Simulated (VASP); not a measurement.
# B6C (R-3m) in VASP: notebook

Runs on B6C. Level: PBE. Tasks: single point, relaxation of cell and atoms.

Everything below comes from runs of VASP 6.6.1. Logs are shortened: lines on timing, memory, paths and dates and some standing lists are left out, and cuts for length are marked.

### 1 The cell of the first run

Symmetry: R-3m, No. 166, trigonal system. The conventional cell has a = 5.555 Å, b = 5.555 Å, c = 12.245 Å, α = 90.00°, β = 90.00°, γ = 120.00°. B (site symmetry m) has 1 C at 1.54 Å and 5 B at 1.78 to 1.80 Å within 2.1 Å. Within 2.3 Å of B (site symmetry m) lie 6 B at 1.71 to 1.87 Å. Within 2.1 Å of C (site symmetry 3m) lie 3 B at 1.54 Å.

### 2 Single point, PBE

File INCAR:

```
  ALGO = Normal
  EDIFF = 1E-6
  ENCUT = 520
  GGA = PE
  ISIF = 2
  ISMEAR = 0
  LASPH = T
  LCHARG = T
  LELF = T
  LREAL = F
  LVHAR = T
  LWAVE = F
  NBANDS = 35
  NELM = 100
  PREC = Accurate
  SIGMA = 0.1
```

File KPOINTS:

```
k-points
0
Gamma
  6 6 6
```

File POSCAR:

```
B6C
1.0
    2.7774136820      1.6035405370      4.0817390003
   -2.7774136820      1.6035405370      4.0817390003
    0.0000000000     -3.2070810739      4.0817390003
B C
12 2
Direct
    0.8009352023      0.3207918645      0.8009352023
    0.8009352023      0.8009352023      0.3207918645
    0.3207918645      0.8009352023      0.8009352023
    0.1990647977      0.1990647977      0.6792081355
    0.6792081355      0.1990647977      0.1990647977
    0.1990647977      0.6792081355      0.1990647977
    0.0006621483      0.6642323449      0.0006621483
    0.6642323449      0.0006621483      0.0006621483
    0.0006621483      0.0006621483      0.6642323449
    0.9993378517      0.3357676551      0.9993378517
    0.9993378517      0.9993378517      0.3357676551
    0.3357676551      0.9993378517      0.9993378517
    0.6308608573      0.6308608573      0.6308608573
    0.3691391427      0.3691391427      0.3691391427
```

Potentials or basis: VASP PAW PBE potentials, release 64 (B, C).

Command:

```console
cat potpaw_PBE.64/B/POTCAR potpaw_PBE.64/C/POTCAR > POTCAR
mpirun -np 1 vasp_std > vasp.out
```

OUTCAR:

```text
EDIFF = 1E-6
   ENCUT = 520
   GGA = PE
   ISIF = 2
   ISMEAR = 0
   LASPH = T
   LREAL = F
   NELM = 100
   PREC = Accurate

 ion  position               nearest neighbor table
   1  0.801  0.321  0.801-  13 1.54  10 1.78   4 1.78   5 1.78   9 1.80   8 1.80
   2  0.801  0.801  0.321-  13 1.54  11 1.78   5 1.78   6 1.78   7 1.80   8 1.80
   3  0.321  0.801  0.801-  13 1.54  12 1.78   4 1.78   6 1.78   9 1.80   7 1.80
   4  0.199  0.199  0.679-  14 1.54   9 1.78   1 1.78   3 1.78  12 1.80  10 1.80
   5  0.679  0.199  0.199-  14 1.54   8 1.78   2 1.78   1 1.78  11 1.80  10 1.80
   6  0.199  0.679  0.199-  14 1.54   7 1.78   2 1.78   3 1.78  11 1.80  12 1.80
   7  0.001  0.664  0.001-  10 1.71   6 1.78   2 1.80   3 1.80   8 1.87   9 1.87
   8  0.664  0.001  0.001-  12 1.71   5 1.78   2 1.80   1 1.80   7 1.87   9 1.87
   9  0.001  0.001  0.664-  11 1.71   4 1.78   1 1.80   3 1.80   8 1.87   7 1.87
  10  0.999  0.336  0.999-   7 1.71   1 1.78   4 1.80   5 1.80  12 1.87  11 1.87
  11  0.999  0.999  0.336-   9 1.71   2 1.78   6 1.80   5 1.80  10 1.87  12 1.87
  12  0.336  0.999  0.999-   8 1.71   3 1.78   4 1.80   6 1.80  10 1.87  11 1.87
  13  0.631  0.631  0.631-   1 1.54   3 1.54   2 1.54
  14  0.369  0.369  0.369-   5 1.54   6 1.54   4 1.54

  LATTYP: Found a trigonal (rhomboedric) cell.
 ALAT       =     5.1909500365
 COS(alpha) =     0.4274446998

  Lattice vectors:

 A1 = (   2.7774136820,   1.6035405370,   4.0817390003)
 A2 = (  -2.7774136820,   1.6035405370,   4.0817390003)
 A3 = (   0.0000000000,  -3.2070810739,   4.0817390003)

Analysis of symmetry for initial positions (statically):
=====================================================================
 Subroutine PRICEL returns:
 Original cell was already a primitive cell.

 Routine SETGRP: Setting up the symmetry group for a
 trigonal (rhombohedral) supercell.

 Subroutine GETGRP returns: Found 12 space group operations
 (whereof 12 operations were pure point group operations)
 out of a pool of 12 trial point group operations.

The static configuration has the point symmetry D_3d.

Analysis of symmetry for dynamics (positions and initial velocities):
=====================================================================
 Subroutine PRICEL returns:
 Original cell was already a primitive cell.

 Routine SETGRP: Setting up the symmetry group for a
 trigonal (rhombohedral) supercell.

 Subroutine GETGRP returns: Found 12 space group operations
 (whereof 12 operations were pure point group operations)
 out of a pool of 12 trial point group operations.

The dynamic configuration has the point symmetry D_3d.

[... 140 lines left out ...]
   IMIX   =      4    mixing-type and parameters
     AMIX     =   0.40;   BMIX     =  1.00
     AMIX_MAG =   1.60;   BMIX_MAG =  1.00
  volume/ion in A,a.u.               =       7.79        52.58
  Fermi-wavevector in a.u.,A,eV,Ry     =   1.209632  2.285874 19.908186  1.463210
  Thomas-Fermi vector in A             =   2.345204
   LORBIT       =      0    0 simple, 1 ext, 2 COOP (PROOUT), +10 PAW based schemes
   GGA     = PE    functional components
   LHFCALC =     F    Hartree Fock is set to
   AEXX    =    0.0000 exact exchange contribution
   IVDW    =     0    specifies the selected vdW correction
   LEPSILON=     F    determine dielectric tensor
   LRPA    =     F    only Hartree local field effects (RPA)
 non-spin polarized calculation
 Gauss-broadening in eV      SIGMA  =   0.10
  energy-cutoff  :      520.00
  volume of cell :      109.07
 maximum number of plane-waves:      2955
 NGX is ok and might be reduce to    40
   NGX = 19   NGY = 19   NGZ = 19

 number of electron      44.0000000 magnetization

 Free energy of the ion-electron system (eV)
  ---------------------------------------------------
  ext. energy  EPLUGINS =         0.00000000
  ---------------------------------------------------
  free energy    TOTEN  =       -99.24562966 eV

  energy without entropy =      -99.23735234  energy(sigma->0) =      -99.24149100

 E-fermi :   4.0678     XC(G=0): -11.1384

 val. band max:        4.0453980748   @ k =   0.1667  -0.0000  -0.0000
 cond. band min:       4.0749531001   @ k =   0.0000   0.0000   0.0000
 fundamental gap:      0.0295550253
 Fermi energy:         4.0678370688

 k-point     1 :       0.0000    0.0000    0.0000
  band No.  band energies     occupation
      1     -10.7602      2.00000
      2      -7.0389      2.00000
      3      -6.7174      2.00000
      4      -5.6279      2.00000
      5      -5.6279      2.00000
      6      -4.9138      2.00000
[... 877 lines left out ...]
     33      13.5497      0.00000
     34      13.7758      0.00000

 [... further k-points ...]

 [bands above 34 left out]

------------------------ aborting loop because EDIFF is reached ----------------------------------------

  FORCE on cell =-STRESS in cart. coord.  units (eV):
  Direction    XX          YY          ZZ          XY          YZ          ZX
  --------------------------------------------------------------------------------------
  -------------------------------------------------------------------------------------
  Total        0.0715564      0.0715564      0.0095567      0.0000000      0.0000000      0.0000000
  in kB        1.0510952      1.0510952      0.1403790      0.0000000      0.0000000      0.0000000
  external PRESSURE =       0.7475231 kB  Pullay stress =       0.0000000 kB

 VOLUME and BASIS-vectors are now :
 -----------------------------------------------------------------------------
  energy-cutoff  :      520.00
  volume of cell :      109.07
      direct lattice vectors                 reciprocal lattice vectors
     2.777413682  1.603540537  4.081739000     0.180023596  0.103936672  0.081664539
    -2.777413682  1.603540537  4.081739000    -0.180023596  0.103936672  0.081664539
     0.000000000 -3.207081074  4.081739000     0.000000000 -0.207873344  0.081664539

 POSITION                                       TOTAL-FORCE (eV/Angst)
 -----------------------------------------------------------------------------------
      1.33356     -0.76993      7.84781         0.009611     -0.005549     -0.001974
      0.00000      1.53986      7.84781         0.000000      0.011098     -0.001974
     -1.33356     -0.76993      7.84781        -0.009611     -0.005549     -0.001974
      0.00000     -1.53986      4.39741         0.000000     -0.011098      0.001974
      1.33356      0.76993      4.39741         0.009611      0.005549      0.001974
     -1.33356      0.76993      4.39741        -0.009611      0.005549      0.001974
     -1.84301      1.06406      2.71663         0.002028     -0.001171     -0.006313
      1.84301      1.06406      2.71663        -0.002028     -0.001171     -0.006313
      0.00000     -2.12812      2.71663         0.000000      0.002341     -0.006313
      1.84301     -1.06406      9.52859        -0.002028      0.001171      0.006313
      0.00000      2.12812      9.52859         0.000000     -0.002341      0.006313
     -1.84301     -1.06406      9.52859         0.002028      0.001171      0.006313
      0.00000      0.00000      7.72503         0.000000     -0.000000     -0.004441
      0.00000      0.00000      4.52019         0.000000      0.000000      0.004441
 -----------------------------------------------------------------------------------
    total drift:                                0.000000     -0.000000     -0.000000

  FREE ENERGIE OF THE ION-ELECTRON SYSTEM (eV)
  ---------------------------------------------------
  free  energy   TOTEN  =       -99.2456296631 eV

  energy  without entropy=      -99.2373523438  energy(sigma->0) =      -99.24149100
```

OSZICAR:

```text
N       E                     dE             d eps       ncg     rms          rms(c)
DAV:   1     0.101478999589E+03    0.10148E+03   -0.20692E+04  2240   0.115E+03
DAV:   2    -0.964339049517E+02   -0.19791E+03   -0.18816E+03  2903   0.228E+02
DAV:   3    -0.104885923143E+03   -0.84520E+01   -0.83626E+01  2906   0.420E+01
DAV:   4    -0.104990201320E+03   -0.10428E+00   -0.10414E+00  2936   0.500E+00
DAV:   5    -0.104991866270E+03   -0.16649E-02   -0.16643E-02  2930   0.620E-01    0.136E+01
DAV:   6    -0.100569285931E+03    0.44226E+01   -0.45412E+00  2452   0.851E+00    0.763E+00
DAV:   7    -0.992502820356E+02    0.13190E+01   -0.25935E+00  2776   0.682E+00    0.209E+00
DAV:   8    -0.992405033676E+02    0.97787E-02   -0.23552E-01  2849   0.221E+00    0.842E-01
DAV:   9    -0.992440307037E+02   -0.35273E-02   -0.15053E-02  3032   0.562E-01    0.312E-01
DAV:  10    -0.992454370687E+02   -0.14064E-02   -0.57946E-03  2941   0.362E-01    0.910E-02
DAV:  11    -0.992455508590E+02   -0.11379E-03   -0.14947E-03  3016   0.186E-01    0.369E-02
DAV:  12    -0.992456255375E+02   -0.74679E-04   -0.21560E-04  2780   0.707E-02    0.203E-02
DAV:  13    -0.992456298182E+02   -0.42807E-05   -0.30624E-05  2936   0.251E-02    0.544E-03
DAV:  14    -0.992456296631E+02    0.15510E-06   -0.26708E-06  2356   0.836E-03
   1 F= -.99245630E+02 E0= -.99241491E+02  d E =-.827732E-02
```

stdout:

```text
POSCAR found type information on POSCAR B C
 POSCAR found :  2 types and      14 ions
 scaLAPACK will be used
 LDA part: xc-table for (Slater+PW92), standard interpolation
 POSCAR, INCAR and KPOINTS ok, starting setup
 FFT: planning ... GRIDC
 FFT: planning ... GRID_SOFT
 FFT: planning ... GRID
 WAVECAR not read
 entering main loop
```

Run time: 3.8 min. Hardware: 1 thread of AMD EPYC 7R13 (Zen 3), shared host; peak memory 0.24 GiB.

Results:

```
Free energy            : -99.2456 eV
Pressure               : 0.1 GPa
Largest force          : 0.011 eV/Å
Band gap on the k mesh : zero (band 22 reaches 4.08 eV, above the bottom of band 23 at 3.68 eV)
```

Forces in eV/Å, atoms in the order of the input:
```
B    0.010 -0.006 -0.002
B    0.000  0.011 -0.002
B   -0.010 -0.006 -0.002
B    0.000 -0.011  0.002
B    0.010  0.006  0.002
B   -0.010  0.006  0.002
B    0.002 -0.001 -0.006
B   -0.002 -0.001 -0.006
B    0.000  0.002 -0.006
B   -0.002  0.001  0.006
B    0.000 -0.002  0.006
B    0.002  0.001  0.006
C    0.000  0.000 -0.004
C    0.000  0.000  0.004
```

Levels at points of the mesh, in eV from the Fermi level:
| k point | band 20 | band 21 | band 22 | band 23 | band 24 | band 25 |
| --- | --- | --- | --- | --- | --- | --- |
| (0.00, 0.00, 0.00) | -0.57 | -0.45 | 0.01 | 0.01 | 2.33 | 6.16 |
| (0.50, 0.00, 0.00) | -0.82 | -0.73 | -0.07 | 1.02 | 1.38 | 5.05 |
| (0.50, 0.50, 0.00) | -1.31 | -1.17 | -0.75 | 0.97 | 2.74 | 3.83 |
| (0.50, 0.50, 0.50) | -0.73 | -0.66 | -0.66 | 0.44 | 2.23 | 4.78 |

### 3 Relaxation of cell and atoms, PBE

File INCAR:

```
PREC = Accurate
ENCUT = 600
EDIFF = 1E-7
ISMEAR = 0
SIGMA = 0.1
LREAL = False
LASPH = True
NELM = 60
ALGO = Normal
ISIF = 3
LWAVE = False
LCHARG = False
GGA = PE
IBRION = 2
NSW = 80
EDIFFG = -0.001
```

File KPOINTS:

```
Automatic mesh
0
Gamma
  6 6 6
```

File POSCAR:

```
B6C
1.0
    2.7775644349      1.6036275742      4.0810616385
   -2.7775644349      1.6036275742      4.0810616385
    0.0000000000     -3.2072551484      4.0810616385
B C
12 2
Direct
    0.8009108576      0.3207996719      0.8009108576
    0.8009108576      0.8009108576      0.3207996719
    0.3207996719      0.8009108576      0.8009108576
    0.1990891424      0.1990891424      0.6792003281
    0.6792003281      0.1990891424      0.1990891424
    0.1990891424      0.6792003281      0.1990891424
    0.0005573193      0.6643620516      0.0005573193
    0.6643620516      0.0005573193      0.0005573193
    0.0005573193      0.0005573193      0.6643620516
    0.9994426807      0.3356379484      0.9994426807
    0.9994426807      0.9994426807      0.3356379484
    0.3356379484      0.9994426807      0.9994426807
    0.6308544334      0.6308544334      0.6308544334
    0.3691455666      0.3691455666      0.3691455666
```

Potentials or basis: VASP PAW PBE potentials, release 64 (B, C).

Command:

```console
cat potpaw_PBE.64/B/POTCAR potpaw_PBE.64/C/POTCAR > POTCAR
mpirun -np 1 vasp_std > vasp.out
```

OUTCAR:

```text
PREC = Accurate
   ENCUT = 600
   EDIFF = 1E-7
   ISMEAR = 0
   LREAL = False
   LASPH = True
   NELM = 60
   ISIF = 3
   GGA = PE
   IBRION = 2
   NSW = 80
   EDIFFG = -0.001

 ion  position               nearest neighbor table
   1  0.801  0.321  0.801-  13 1.54  10 1.78   4 1.78   5 1.78   9 1.80   8 1.80
   2  0.801  0.801  0.321-  13 1.54  11 1.78   5 1.78   6 1.78   7 1.80   8 1.80
   3  0.321  0.801  0.801-  13 1.54  12 1.78   4 1.78   6 1.78   9 1.80   7 1.80
   4  0.199  0.199  0.679-  14 1.54   9 1.78   1 1.78   3 1.78  12 1.80  10 1.80
   5  0.679  0.199  0.199-  14 1.54   8 1.78   2 1.78   1 1.78  11 1.80  10 1.80
   6  0.199  0.679  0.199-  14 1.54   7 1.78   2 1.78   3 1.78  11 1.80  12 1.80
   7  0.001  0.664  0.001-  10 1.71   6 1.78   2 1.80   3 1.80   8 1.87   9 1.87
   8  0.664  0.001  0.001-  12 1.71   5 1.78   2 1.80   1 1.80   7 1.87   9 1.87
   9  0.001  0.001  0.664-  11 1.71   4 1.78   1 1.80   3 1.80   8 1.87   7 1.87
  10  0.999  0.336  0.999-   7 1.71   1 1.78   4 1.80   5 1.80  12 1.87  11 1.87
  11  0.999  0.999  0.336-   9 1.71   2 1.78   6 1.80   5 1.80  10 1.87  12 1.87
  12  0.336  0.999  0.999-   8 1.71   3 1.78   4 1.80   6 1.80  10 1.87  11 1.87
  13  0.631  0.631  0.631-   1 1.54   3 1.54   2 1.54
  14  0.369  0.369  0.369-   5 1.54   6 1.54   4 1.54

  LATTYP: Found a trigonal (rhomboedric) cell.
[... 212 lines left out ...]

  FORCE on cell =-STRESS in cart. coord.  units (eV):
  Direction    XX          YY          ZZ          XY          YZ          ZX
  --------------------------------------------------------------------------------------
  -------------------------------------------------------------------------------------
  Total        0.0117507      0.0117507     -0.0367760      0.0000000     -0.0000000      0.0000000
  in kB        0.1726163      0.1726163     -0.5402347      0.0000000     -0.0000000      0.0000000
  external PRESSURE =      -0.0650007 kB  Pullay stress =       0.0000000 kB
[... 275 lines left out ...]
--------------------------------------- Ionic step        7  -------------------------------------------

 number of electron      44.0000000 magnetization

 Free energy of the ion-electron system (eV)
  ---------------------------------------------------
  ext. energy  EPLUGINS =         0.00000000
  ---------------------------------------------------
  free energy    TOTEN  =       -99.25956786 eV

  energy without entropy =      -99.25127606  energy(sigma->0) =      -99.25542196

 E-fermi :   4.0681     XC(G=0): -11.1390

 val. band max:        4.0460418031   @ k =   0.1667  -0.0000  -0.0000
 cond. band min:       4.0758159718   @ k =   0.0000   0.0000   0.0000
 fundamental gap:      0.0297741687
 Fermi energy:         4.0681359143

 k-point     1 :       0.0000    0.0000    0.0000
  band No.  band energies     occupation
      1     -10.7590      2.00000
      2      -7.0378      2.00000
      3      -6.7155      2.00000
      4      -5.6265      2.00000
      5      -5.6265      2.00000
      6      -4.9128      2.00000
[... 781 lines left out ...]
     29      11.4827      0.00000
     30      12.5261      0.00000

 [... further k-points ...]
[... 5 lines left out ...]
  --------------------------------------------------------------------------------------
  -------------------------------------------------------------------------------------
  Total        0.0013368      0.0013368      0.0037461      0.0000000      0.0000000      0.0000000
  in kB        0.0196392      0.0196392      0.0550344      0.0000000      0.0000000      0.0000000
  external PRESSURE =       0.0314376 kB  Pullay stress =       0.0000000 kB
[... 29 lines left out ...]
  FREE ENERGIE OF THE ION-ELECTRON SYSTEM (eV)
  ---------------------------------------------------
  free  energy   TOTEN  =       -99.2595678639 eV

  energy  without entropy=      -99.2512760610  energy(sigma->0) =      -99.25542196

 reached required accuracy - stopping structural energy minimisation
```

OSZICAR:

```text
N       E                     dE             d eps       ncg     rms          rms(c)
DAV:   1     0.133281030828E+03    0.13328E+03   -0.22857E+04  1920   0.150E+03
DAV:   2    -0.952275728160E+02   -0.22851E+03   -0.21996E+03  2446   0.269E+02
DAV:   3    -0.104863031553E+03   -0.96355E+01   -0.95371E+01  2432   0.518E+01
[... 41 lines left out ...]
DAV:   4    -0.992595677163E+02    0.29936E-07   -0.69241E-08  1284   0.154E-03
   6 F= -.99259568E+02 E0= -.99255425E+02  d E =-.741412E-06
       N       E                     dE             d eps       ncg     rms          rms(c)
DAV:   1    -0.992595678471E+02   -0.10086E-06   -0.14453E-05  1974   0.219E-02    0.102E-03
DAV:   2    -0.992595678639E+02   -0.16875E-07   -0.26465E-07  2134   0.301E-03
   7 F= -.99259568E+02 E0= -.99255422E+02  d E =-.889084E-06
```

Wall time 11 min (1 thread of AMD EPYC 7R13 (Zen 3), shared host); peak memory 0.27 GiB.

What came out:

```
Free energy               : -99.2596 eV
Energy gained by relaxing : 0.0 meV/atom
Ionic steps               : 7
Pressure after relaxing   : 0.0 GPa
Band gap on the k mesh    : zero (band 22 reaches 4.08 eV, above the bottom of band 23 at 3.69 eV)
```

Final structure:
```cif
data_structure
_symmetry_space_group_name_H-M 'P 1'
_symmetry_Int_Tables_number 1
_cell_length_a 5.1904
_cell_length_b 5.1904
_cell_length_c 5.1904
_cell_angle_alpha 64.704
_cell_angle_beta 64.704
_cell_angle_gamma 64.704
_cell_volume 109.06
loop_
_atom_site_label
_atom_site_type_symbol
_atom_site_fract_x
_atom_site_fract_y
_atom_site_fract_z
_atom_site_occupancy
B1 B 0.80093 0.32074 0.80093 1
B2 B 0.80093 0.80093 0.32074 1
B3 B 0.32074 0.80093 0.80093 1
B4 B 0.19907 0.19907 0.67926 1
B5 B 0.67926 0.19907 0.19907 1
B6 B 0.19907 0.67926 0.19907 1
B7 B 0.00063 0.66422 0.00063 1
B8 B 0.66422 0.00063 0.00063 1
B9 B 0.00063 0.00063 0.66422 1
B10 B 0.99937 0.33578 0.99937 1
B11 B 0.99937 0.99937 0.33578 1
B12 B 0.33578 0.99937 0.99937 1
C1 C 0.63082 0.63082 0.63082 1
C2 C 0.36918 0.36918 0.36918 1
```
